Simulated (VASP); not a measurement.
Write the native input for VASP 6.6.1 that does the following.

```yaml
Task: single point
Functional: PBE
Potentials_or_basis: VASP PAW PBE potentials, release 64 (In_d, Se)
Cutoff: 500 eV
k_mesh: 12 × 12 × 2
Occupations: gaussian, width 0.01 eV
Spin: no spin polarisation
Dipole_correction: no
Further_INCAR_settings: ALGO = Normal; EDIFF = 1e-06; NBANDS = 48
```

The structure of InSe lies in POSCAR:

```
InSe
1.0
    4.0873882228      0.0000000000      0.0000000000
   -2.0436941114      3.5397820361      0.0000000000
    0.0000000000      0.0000000000     18.6206847087
In Se
4 4
Direct
    0.3333333333      0.6666666667      0.1741187883
    0.6666666667      0.3333333333      0.6741187883
    0.3333333333      0.6666666667      0.3258812117
    0.6666666667      0.3333333333      0.8258812117
    0.3333333333      0.6666666667      0.6057539839
    0.6666666667      0.3333333333      0.1057539839
    0.3333333333      0.6666666667      0.8942460161
    0.6666666667      0.3333333333      0.3942460161
```

These files were run (other wordings do the same):

INCAR

```
PREC = Accurate ; ENCUT = 500
EDIFF = 1E-6 ; ISMEAR = 0
SIGMA = 0.01 ; LREAL = F
LASPH = T ; NELM = 120
ALGO = Normal ; ISIF = 2
LWAVE = F ; LCHARG = F
GGA = PE ; NBANDS = 48
GGA_COMPAT = F
```

KPOINTS

```
Automatic mesh
0
Gamma
  12 12 2
```

Potentials or basis: VASP PAW PBE potentials, release 64 (In_d, Se).

The run is started by

```sh
$ cat potpaw_PBE.64/In_d/POTCAR potpaw_PBE.64/Se/POTCAR > POTCAR
$ mpirun -np 1 vasp_std > vasp.out
```

Results of the run:

```
Pressure               : 0.0 GPa
Largest force          : 0.014 eV/Å
Band gap on the k mesh : 0.76 eV
```

Caveat: spin-orbit coupling is left out, which moves the levels of the heavy elements; this functional lacks dispersion, which binds layers or chains, so the pressure and a relaxed spacing across them are unreliable.

It took 4.9 min on 1 thread of Intel(R) Xeon(R) 6975P-C (Granite Rapids) (shared host), peak memory 0.55 GiB.
